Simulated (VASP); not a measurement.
Input of a VASP 6.6.1 run:

Contents of INCAR:

```
SYSTEM = Sn
PREC = Accurate ; ENCUT = 520
EDIFF = 1E-6 ; ISMEAR = 0
SIGMA = 0.15 ; LREAL = .False.
LASPH = .True. ; NELM = 80
ALGO = Fast ; ISIF = 2
LWAVE = .False. ; LCHARG = .False.
GGA = PS ; NBANDS = 21
```

File KPOINTS:

```
regular mesh
0
Gamma
  12 12 12
  0 0 0
```

POSCAR

```
Sn
1.0
    0.0000000000      3.3754240000      3.1157760000
    3.3754240000      0.0000000000      3.1157760000
    3.3754240000      3.3754240000      0.0000000000
Sn
2
Direct
    0.5000000000      0.5000000000      0.5000000000
    0.7500000000      0.7500000000      0.7500000000
```

Potentials or basis: VASP PAW PBE potentials, release 64 (Sn_d).

Command:

```bash
$ cat potpaw_PBE.64/Sn_d/POTCAR > POTCAR
$ mpirun -np 1 vasp_std > vasp.out
```

Estimate the pressure.

-0.8 GPa.

Predict the band gap on the k mesh.

zero (band 14 reaches 5.15 eV, above the bottom of band 15 at 4.89 eV).

Stress tensor (GPa, compression positive):
```
-1.45  0.00  0.00
 0.00 -1.45  0.00
 0.00  0.00  0.61
```

Caveat: the cell differs from its parent crystal (strain +0.040 along x and y, -0.040 along z); the PAW data sets were made with another functional, which shifts forces and pressure a little; spin-orbit coupling is left out, which moves the levels of the heavy elements.
